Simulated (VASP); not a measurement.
Set up this calculation in VASP 6.6.1, as the native input.

* Task: single point
* Functional: PBEsol
* Potentials or basis: VASP PAW PBE potentials, release 64 (Ta_pv, Si)
* Cutoff: 520 eV
* k mesh: 5 × 5 × 5
* Occupations: gaussian, width 0.01 eV
* Spin: no spin polarisation
* Dipole correction: no
* Further INCAR settings: ALGO = Fast; EDIFF = 1e-07; NBANDS = 35

The structure of Ta2Si lies in POSCAR:

```
Ta2Si
1.0
   -3.0877629443      3.0877629443      2.5236412193
    3.0877629443     -3.0877629443      2.5236412193
    3.0877629443      3.0877629443     -2.5236412193
Ta Si
4 2
Direct
    0.6635932100      0.8364067900      0.5000000000
    0.8364067900      0.3364067900      0.1728135800
    0.3364067900      0.1635932100      0.5000000000
    0.1635932100      0.6635932100      0.8271864200
    0.2500000000      0.2500000000      0.0000000000
    0.7500000000      0.7500000000      0.0000000000
```

These files were run (other wordings do the same):

INCAR

```
PREC = Accurate
ENCUT = 520
EDIFF = 1E-7
ISMEAR = 0
SIGMA = 0.01
LREAL = False
LASPH = True
NELM = 60
ALGO = Fast
ISIF = 2
LWAVE = False
LCHARG = True
GGA = PS
LELF = True
LVHAR = True
NBANDS = 35
```

KPOINTS

```
regular mesh
0
Gamma
  5 5 5
```

Potentials or basis: VASP PAW PBE potentials, release 64 (Ta_pv, Si).

The run is started by

```console
$ cat potpaw_PBE.64/Ta_pv/POTCAR potpaw_PBE.64/Si/POTCAR > POTCAR
$ mpirun -np 1 vasp_std > vasp.out
```

Results of the run:

```json
{
 "Pressure": "-2.9 GPa",
 "Largest force": "0.052 eV/Å",
 "Band gap on the k mesh": "zero (bands 26 and 27 overlap by 0.47 eV)"
}
```

Caveat: the PAW data sets were made with another functional, which shifts forces and pressure a little; spin-orbit coupling is left out, which moves the levels of the heavy elements.

Wall time 2.7 min on 1 thread of Intel Xeon 8259CL (shared host), peak memory 0.26 GiB.
